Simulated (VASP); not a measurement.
TiTe2: single point with revPBE

Crystal: TiTe2.

```xyz
3
Lattice="3.7770 0.0000 0.0000 -1.8885 3.2710 0.0000 0.0000 0.0000 6.4980" Properties=species:S:1:pos:R:3 pbc="T T T"
Te    0.0000    2.1807    4.7903
Te    1.8885    1.0903    1.7077
Ti    0.0000    0.0000    0.0000
```

```
Program             : VASP 6.6.1
Task                : single point
Functional          : revPBE
Potentials or basis : VASP PAW PBE potentials, release 64 (Te, Ti_sv)
Cutoff              : 520 eV
k mesh              : 8 × 8 × 4
Occupations         : fermi-dirac, width 0.05 eV
Spin                : no spin polarisation
```

```
Pressure               : 2.3 GPa
Largest force          : 0.078 eV/Å
Band gap on the k mesh : zero (bands 12 and 13 overlap by 0.66 eV)
```

Forces on the atoms (eV/Å):
```
Te   0.000  0.000 -0.078
Te   0.000  0.000  0.078
Ti   0.000  0.000  0.000
```

Stress tensor (GPa, compression positive):
```
2.04 0.00 0.00
0.00 2.04 0.00
0.00 0.00 2.73
```

Levels at points of the mesh, in eV from the Fermi level:
```
           k point  band 9  band 10  band 11  band 12  band 13  band 14  band 15  band 16
(0.00, 0.00, 0.00)   -1.68     0.37     0.41     0.41     0.57     1.07     1.07     3.06
(0.50, 0.00, 0.00)   -2.71    -2.39    -1.75    -1.14     0.03     1.16     1.50     2.42
(0.00, 0.00, 0.50)   -1.61    -1.61     0.40     0.40     0.75     0.75     1.04     3.49
(0.50, 0.00, 0.50)   -2.41    -2.03    -0.98    -0.61    -0.25     1.16     1.48     2.61
```

Run time: 36 s on 1 thread of AMD EPYC 9R45 96-Core Processor (Zen 5), on a shared host, peak memory 0.18 GiB.

Caveat: the PAW data sets were made with another functional, which shifts forces and pressure a little; spin-orbit coupling is left out, which moves the levels of the heavy elements; this functional lacks dispersion, which binds layers or chains, so the pressure and a relaxed spacing across them are unreliable.
